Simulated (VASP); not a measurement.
# Ta3H in VASP: further runs

Ta3H is run at these levels: LDA; tasks: single point.

Everything below comes from runs of VASP 6.6.1. Logs are shortened: lines on timing, memory, paths and dates and some standing lists are left out, and cuts for length are marked.

## 1. The cell of the first run

The cell holds a slab with vacuum, 8 atoms: a = 4.600 Å, b = 4.600 Å, c = 22.402 Å, α = 90.00°, β = 90.00°, γ = 120.00°.

## 2. Single point, LDA

Contents of INCAR:

```
  PREC = Accurate
  ENCUT = 520
  EDIFF = 1E-7
  ISMEAR = 0
  SIGMA = 0.1
  LREAL = False
  LASPH = True
  NELM = 100
  ALGO = Normal
  ISIF = 2
  LWAVE = False
  LCHARG = False
  LDIPOL = True
  IDIPOL = 3
  DIPOL = 0.5 0.5 0.312
  GGA = CA
  NBANDS = 44
```

Contents of KPOINTS:

```
Automatic mesh
0
Gamma
  6 6 1
```

Contents of POSCAR:

```
Ta3H
1.0
    4.6002247492      0.0000000000      0.0000000000
   -2.3001123746      3.9839114959      0.0000000000
    0.0000000000      0.0000000000     22.4017722044
Ta H
6 2
Direct
    0.6666666667      0.3333333333      0.1785573018
    0.3333333333      0.6666666667      0.2204743848
    0.0000000000      0.0000000000      0.2623914678
    0.6666666667      0.3333333333      0.3016814391
    0.3333333333      0.6666666667      0.3385386112
    0.0000000000      0.0000000000      0.3750494438
    0.2334469093      0.6666666667      0.4094217243
    0.4332197574      0.6666666667      0.4094217243
```

Potentials or basis: VASP PAW LDA potentials, release 64 (Ta_pv, H).

Launch:

```sh
cat potpaw_LDA.64/Ta_pv/POTCAR potpaw_LDA.64/H/POTCAR > POTCAR
mpirun -np 1 vasp_std > vasp.out
```

OUTCAR:

```text
PREC = Accurate
   ENCUT = 520
   EDIFF = 1E-7
   ISMEAR = 0
   LREAL = False
   LASPH = True
   NELM = 100
   ISIF = 2
   GGA = CA

 ion  position               nearest neighbor table
   1  0.667  0.333  0.179-   4 2.76   2 2.82   2 2.82   2 2.82   3 3.25   3 3.25   3 3.25
   2  0.333  0.667  0.220-   5 2.64   1 2.82   3 2.82   1 2.82   3 2.82   3 2.82   1 2.82   4 3.22
                             4 3.22   4 3.22
   3  0.000  0.000  0.262-   6 2.52   4 2.80   4 2.80   4 2.80   2 2.82   2 2.82   2 2.82   5 3.16
                             5 3.16   5 3.16   1 3.25   1 3.25   1 3.25
   4  0.667  0.333  0.302-   1 2.76   5 2.78   5 2.78   5 2.78   3 2.80   3 2.80   3 2.80   6 3.12
                             6 3.12   6 3.12   2 3.22   2 3.22   2 3.22
   5  0.333  0.667  0.339-   7 1.65   8 1.65   2 2.64   6 2.78   6 2.78   6 2.78   4 2.78   4 2.78
                             4 2.78   3 3.16   3 3.16   3 3.16
   6  0.000  0.000  0.375-   3 2.52   5 2.78   5 2.78   5 2.78   4 3.12   4 3.12   4 3.12
   7  0.233  0.667  0.409-   5 1.65
   8  0.433  0.667  0.409-   5 1.65

  LATTYP: Found a hexagonal cell.
 ALAT       =     4.6002247492
 C/A-ratio  =     4.8697125523

  Lattice vectors:

 A1 = (   4.6002247492,   0.0000000000,   0.0000000000)
 A2 = (  -2.3001123746,   3.9839114959,   0.0000000000)
 A3 = (   0.0000000000,   0.0000000000,  22.4017722044)

Analysis of symmetry for initial positions (statically):
=====================================================================
 Subroutine PRICEL returns:
 Original cell was already a primitive cell.

 Routine SETGRP: Setting up the symmetry group for a
 hexagonal supercell.

 Subroutine GETGRP returns: Found  2 space group operations
 (whereof  2 operations were pure point group operations)
 out of a pool of 24 trial point group operations.

The static configuration has the point symmetry C_1h.

Analysis of symmetry for dynamics (positions and initial velocities):
=====================================================================
 Subroutine PRICEL returns:
 Original cell was already a primitive cell.

 Routine SETGRP: Setting up the symmetry group for a
 hexagonal supercell.

 Subroutine GETGRP returns: Found  2 space group operations
 (whereof  2 operations were pure point group operations)
 out of a pool of 24 trial point group operations.

The dynamic configuration has the point symmetry C_1h.

 Subroutine INISYM returns: Found  2 space group operations
 (whereof  2 operations are pure point group operations),
 and found     1 'primitive' translations

----------------------------------------------------------------------------------------
[... 110 lines left out ...]
   IALGO  =     38    algorithm
   IMIX   =      4    mixing-type and parameters
     AMIX     =   0.40;   BMIX     =  1.00
     AMIX_MAG =   1.60;   BMIX_MAG =  1.00
  volume/ion in A,a.u.               =      51.32       346.32
  Fermi-wavevector in a.u.,A,eV,Ry     =   0.899057  1.698972 10.997647  0.808304
  Thomas-Fermi vector in A             =   2.021844
   LORBIT       =      0    0 simple, 1 ext, 2 COOP (PROOUT), +10 PAW based schemes
   GGA     = CA    functional components
   LHFCALC =     F    Hartree Fock is set to
   AEXX    =    0.0000 exact exchange contribution
   IVDW    =     0    specifies the selected vdW correction
   LEPSILON=     F    determine dielectric tensor
   LRPA    =     F    only Hartree local field effects (RPA)
 non-spin polarized calculation
 Gauss-broadening in eV      SIGMA  =   0.10
  energy-cutoff  :      520.00
  volume of cell :      410.55
 maximum number of plane-waves:     11105
 NGX is ok and might be reduce to    36
   NGX = 17   NGY = 17   NGZ = 83

 dipolmoment           0.000000      0.000000      0.005200 electrons x Angstroem

 number of electron      68.0000007 magnetization

 dipolmoment           0.000000      0.000000     -0.024484 electrons x Angstroem

 Free energy of the ion-electron system (eV)
  ---------------------------------------------------
  ext. energy  EPLUGINS =         0.00000000
  ---------------------------------------------------
  free energy    TOTEN  =       -76.30877217 eV

  energy without entropy =      -76.26547583  energy(sigma->0) =      -76.28712400

 E-fermi :  -1.0080     XC(G=0):  -4.4221

 val. band max:       -1.0219878791   @ k =  -0.3333   0.1667   0.0000
 cond. band min:      -0.9757554704   @ k =  -0.1667   0.5000   0.0000
 fundamental gap:      0.0462324087
 Fermi energy:        -1.0079505813

 k-point     1 :       0.0000    0.0000    0.0000
  band No.  band energies     occupation
      1     -35.6074      2.00000
      2     -35.4883      2.00000
      3     -35.3117      2.00000
      4     -35.2981      2.00000
      5     -35.1703      2.00000
      6     -35.1694      2.00000
[... 600 lines left out ...]
     43       1.4140      0.00000
     44       1.5490      0.00000

------------------------ aborting loop because EDIFF is reached ----------------------------------------

 vacuum level on the upper side and lower side of the slab       (xc-potential included)        -0.124         0.112

  FORCE on cell =-STRESS in cart. coord.  units (eV):
  Direction    XX          YY          ZZ          XY          YZ          ZX
  --------------------------------------------------------------------------------------
  -------------------------------------------------------------------------------------
  Total       -1.6348857     -4.0160948      8.3670178      0.0000000      0.1972699      0.0000000
  in kB       -6.3800909    -15.6726857     32.6520285      0.0000000      0.7698397      0.0000000
  external PRESSURE =       3.5330839 kB  Pullay stress =       0.0000000 kB

 VOLUME and BASIS-vectors are now :
 -----------------------------------------------------------------------------
  energy-cutoff  :      520.00
  volume of cell :      410.55
      direct lattice vectors                 reciprocal lattice vectors
     4.600224749  0.000000000  0.000000000     0.217380683  0.125504796  0.000000000
    -2.300112375  3.983911496  0.000000000     0.000000000  0.251009592  0.000000000
     0.000000000  0.000000000 22.401772204     0.000000000  0.000000000  0.044639325

 POSITION                                       TOTAL-FORCE (eV/Angst)
 -----------------------------------------------------------------------------------
      2.30011      1.32797      4.00000        -0.000000      0.050293      1.802456
     -0.00000      2.65594      4.93902         0.000000      0.001212     -1.230407
      0.00000      0.00000      5.87803        -0.000000      0.029989     -1.767126
      2.30011      1.32797      6.75820         0.000000     -0.247093     -0.115799
     -0.00000      2.65594      7.58386         0.000000      0.223205     -4.296618
      0.00000      0.00000      8.40177         0.000000     -0.414800      0.502967
     -0.45950      2.65594      9.17177        -2.481360      0.178597      2.552264
      0.45950      2.65594      9.17177         2.481360      0.178597      2.552264
 -----------------------------------------------------------------------------------
    total drift:                                0.000000     -0.000001      0.000219

  FREE ENERGIE OF THE ION-ELECTRON SYSTEM (eV)
  ---------------------------------------------------
  free  energy   TOTEN  =       -76.3087721742 eV

  energy  without entropy=      -76.2654758344  energy(sigma->0) =      -76.28712400

 vacuum level on the upper side and lower side of the slab         2.470         2.712
```

OSZICAR:

```text
N       E                     dE             d eps       ncg     rms          rms(c)
DAV:   1     0.503050719433E+03    0.50305E+03   -0.37220E+04  1480   0.129E+03
DAV:   2    -0.548829704150E+02   -0.55793E+03   -0.54236E+03  1364   0.331E+02
DAV:   3    -0.834613091568E+02   -0.28578E+02   -0.27634E+02  1368   0.653E+01
DAV:   4    -0.848016192209E+02   -0.13403E+01   -0.13235E+01  1608   0.121E+01
[... 28 lines left out ...]
DAV:  33    -0.763087699789E+02   -0.31033E-05   -0.29669E-07  1036   0.188E-03    0.333E-04
DAV:  34    -0.763087715905E+02   -0.16116E-05   -0.15483E-07   980   0.162E-03    0.579E-04
DAV:  35    -0.763087718808E+02   -0.29028E-06   -0.40234E-08   884   0.870E-04    0.229E-04
DAV:  36    -0.763087721042E+02   -0.22343E-06   -0.24249E-08   848   0.712E-04    0.336E-04
DAV:  37    -0.763087721742E+02   -0.69974E-07   -0.63281E-09   812   0.420E-04
   1 F= -.76308772E+02 E0= -.76287124E+02  d E =-.432963E-01
```

Run time: 11 min. Hardware: 1 thread of Intel Xeon Platinum 8259CL at 2.50GHz (Skylake/Cascade Lake), shared host; peak memory 0.47 GiB.

Results:

```
Free energy            : -76.3088 eV
Largest force          : 4.302 eV/Å
Band gap on the k mesh : zero (bands 34 and 35 overlap by 0.12 eV)
```

Forces on the atoms (eV/Å):
```
Ta   0.000  0.050  1.802
Ta   0.000  0.001 -1.230
Ta   0.000  0.030 -1.767
Ta   0.000 -0.247 -0.116
Ta   0.000  0.223 -4.297
Ta   0.000 -0.415  0.503
H   -2.481  0.179  2.552
H    2.481  0.179  2.552
```

Levels at points of the mesh, in eV from the Fermi level:
| k point | band 30 | band 31 | band 32 | band 33 | band 34 | band 35 | band 36 | band 37 | band 38 | band 39 |
| --- | --- | --- | --- | --- | --- | --- | --- | --- | --- | --- |
| (0.00, 0.00, 0.00) | -1.36 | -1.13 | -0.69 | -0.61 | -0.49 | -0.06 | 0.10 | 0.11 | 1.57 | 1.93 |
| (0.50, 0.00, 0.00) | -1.58 | -1.08 | -0.89 | -0.44 | -0.06 | 0.04 | 0.57 | 0.72 | 1.13 | 1.54 |
| (0.00, 0.50, 0.00) | -1.55 | -1.19 | -0.89 | -0.59 | -0.03 | 0.09 | 0.18 | 0.70 | 1.13 | 1.65 |

Caveat: spin-orbit coupling is left out, which moves the levels of the heavy elements.

## 3. Single point, LDA

Contents of INCAR:

```
SYSTEM = Ta3H
PREC = Accurate
ENCUT = 520
EDIFF = 1E-6
ISMEAR = 0
SIGMA = 0.1
LREAL = .FALSE.
LASPH = .TRUE.
NELM = 60
ALGO = Normal
ISIF = 2
LWAVE = .FALSE.
LCHARG = .FALSE.
LDIPOL = .TRUE.
IDIPOL = 3
DIPOL = 0.5 0.5 0.319
GGA = CA
NBANDS = 44
```

Contents of KPOINTS:

```
Automatic mesh
0
G
  6 6 1
  0 0 0
```

Changes to POSCAR since step 2:

```diff
@@ -14,3 +14,3 @@
     0.0000000000      0.0000000000      0.3750494438
-    0.2334469093      0.6666666667      0.4094217243
-    0.4332197574      0.6666666667      0.4094217243
+    0.2334469093      0.6666666667      0.4379908926
+    0.4332197574      0.6666666667      0.4379908926
```

Potentials or basis: VASP PAW LDA potentials, release 64 (Ta_pv, H).

Launch:

```sh
cat potpaw_LDA.64/Ta_pv/POTCAR potpaw_LDA.64/H/POTCAR > POTCAR
mpirun -np 1 vasp_std > vasp.out
```

OUTCAR:

```text
SYSTEM = Ta3H
   PREC = Accurate
   ENCUT = 520
   EDIFF = 1E-6
   ISMEAR = 0
   LREAL = .FALSE.
   LASPH = .TRUE.
   NELM = 60
   ISIF = 2
   GGA = CA

 ion  position               nearest neighbor table
   1  0.667  0.333  0.179-   4 2.76   2 2.82   2 2.82   2 2.82   3 3.25   3 3.25   3 3.25
   2  0.333  0.667  0.220-   5 2.64   1 2.82   3 2.82   1 2.82   3 2.82   3 2.82   1 2.82   4 3.22
                             4 3.22   4 3.22
   3  0.000  0.000  0.262-   6 2.52   4 2.80   4 2.80   4 2.80   2 2.82   2 2.82   2 2.82   5 3.16
                             5 3.16   5 3.16   1 3.25   1 3.25   1 3.25
   4  0.667  0.333  0.302-   1 2.76   5 2.78   5 2.78   5 2.78   3 2.80   3 2.80   3 2.80   6 3.12
                             6 3.12   6 3.12   2 3.22   2 3.22   2 3.22
   5  0.333  0.667  0.339-   2 2.64   6 2.78   6 2.78   6 2.78   4 2.78   4 2.78   4 2.78   3 3.16
                             3 3.16   3 3.16
   6  0.000  0.000  0.375-   3 2.52   5 2.78   5 2.78   5 2.78   4 3.12   4 3.12   4 3.12
   7  0.233  0.667  0.438-
   8  0.433  0.667  0.438-

  LATTYP: Found a hexagonal cell.
 ALAT       =     4.6002247492
 C/A-ratio  =     4.8697125523

  Lattice vectors:

 A1 = (   4.6002247492,   0.0000000000,   0.0000000000)
 A2 = (  -2.3001123746,   3.9839114959,   0.0000000000)
 A3 = (   0.0000000000,   0.0000000000,  22.4017722044)

Analysis of symmetry for initial positions (statically):
=====================================================================
 Subroutine PRICEL returns:
 Original cell was already a primitive cell.

 Routine SETGRP: Setting up the symmetry group for a
 hexagonal supercell.

 Subroutine GETGRP returns: Found  2 space group operations
 (whereof  2 operations were pure point group operations)
 out of a pool of 24 trial point group operations.

The static configuration has the point symmetry C_1h.

Analysis of symmetry for dynamics (positions and initial velocities):
[... 141 lines left out ...]
   LRPA    =     F    only Hartree local field effects (RPA)
 non-spin polarized calculation
 Gauss-broadening in eV      SIGMA  =   0.10
  energy-cutoff  :      520.00
  volume of cell :      410.55
 maximum number of plane-waves:     11105
 NGX is ok and might be reduce to    36
   NGX = 17   NGY = 17   NGZ = 83

 dipolmoment           0.000000      0.000000      0.180243 electrons x Angstroem

 number of electron      68.0000007 magnetization

 dipolmoment           0.000000      0.000000     -0.021555 electrons x Angstroem

 Free energy of the ion-electron system (eV)
  ---------------------------------------------------
  ext. energy  EPLUGINS =         0.00000000
  ---------------------------------------------------
  free energy    TOTEN  =       -76.55114812 eV

  energy without entropy =      -76.51803840  energy(sigma->0) =      -76.53459326

 E-fermi :  -0.9931     XC(G=0):  -4.5093

 val. band max:       -0.9962566675   @ k =   0.0000   0.3333   0.0000
 cond. band min:      -0.9855213448   @ k =   0.5000   0.0000   0.0000
 fundamental gap:      0.0107353227
 Fermi energy:        -0.9931073719

 k-point     1 :       0.0000    0.0000    0.0000
  band No.  band energies     occupation
      1     -35.4953      2.00000
      2     -35.4128      2.00000
      3     -35.2213      2.00000
      4     -35.2167      2.00000
      5     -35.0767      2.00000
      6     -35.0741      2.00000
[... 600 lines left out ...]
     43       1.1087      0.00000
     44       1.5114      0.00000

------------------------ aborting loop because EDIFF is reached ----------------------------------------

 vacuum level on the upper side and lower side of the slab       (xc-potential included)        -0.110         0.097

  FORCE on cell =-STRESS in cart. coord.  units (eV):
  Direction    XX          YY          ZZ          XY          YZ          ZX
  --------------------------------------------------------------------------------------
  -------------------------------------------------------------------------------------
  Total       -4.5651515     -4.1458740     -3.9690684      0.0000000     -0.0073821      0.0000000
  in kB      -17.8153627    -16.1791452    -15.4891669      0.0000000     -0.0288085      0.0000000
  external PRESSURE =     -16.4945582 kB  Pullay stress =       0.0000000 kB

 VOLUME and BASIS-vectors are now :
 -----------------------------------------------------------------------------
  energy-cutoff  :      520.00
  volume of cell :      410.55
      direct lattice vectors                 reciprocal lattice vectors
     4.600224749  0.000000000  0.000000000     0.217380683  0.125504796  0.000000000
    -2.300112375  3.983911496  0.000000000     0.000000000  0.251009592  0.000000000
     0.000000000  0.000000000 22.401772204     0.000000000  0.000000000  0.044639325

 POSITION                                       TOTAL-FORCE (eV/Angst)
 -----------------------------------------------------------------------------------
      2.30011      1.32797      4.00000         0.000000      0.039646      1.909768
     -0.00000      2.65594      4.93902         0.000000     -0.019153     -0.866603
      0.00000      0.00000      5.87803         0.000000     -0.004516     -1.771020
      2.30011      1.32797      6.75820         0.000000     -0.067509      0.087587
     -0.00000      2.65594      7.58386         0.000000      0.146474      1.539794
      0.00000      0.00000      8.40177         0.000000     -0.164729      0.220253
     -0.45950      2.65594      9.81177         0.515775      0.034894     -0.559890
      0.45950      2.65594      9.81177        -0.515775      0.034894     -0.559890
 -----------------------------------------------------------------------------------
    total drift:                               -0.000000      0.000008      0.000771

  FREE ENERGIE OF THE ION-ELECTRON SYSTEM (eV)
  ---------------------------------------------------
  free  energy   TOTEN  =       -76.5511481248 eV

  energy  without entropy=      -76.5180383998  energy(sigma->0) =      -76.53459326

 vacuum level on the upper side and lower side of the slab         2.504         2.717
```

Run time: 8.8 min. Hardware: 1 thread of Intel Xeon Platinum 8259CL at 2.50GHz (Skylake/Cascade Lake), shared host; peak memory 0.47 GiB.

Results:

| Property | Result |
| --- | --- |
| Free energy | -76.5511 eV |
| Largest force | 1.910 eV/Å |
| Band gap on the k mesh | zero (bands 34 and 35 overlap by 0.12 eV) |

Forces on the atoms (eV/Å):
```
Ta   0.000  0.040  1.910
Ta   0.000 -0.019 -0.867
Ta   0.000 -0.005 -1.771
Ta   0.000 -0.068  0.088
Ta   0.000  0.146  1.540
Ta   0.000 -0.165  0.220
H    0.516  0.035 -0.560
H   -0.516  0.035 -0.560
```

Caveat: spin-orbit coupling is left out, which moves the levels of the heavy elements.

(Part 1 of 2 ends here.)

The gap in the log of VASP goes by the Fermi energy; the results here count the filled bands.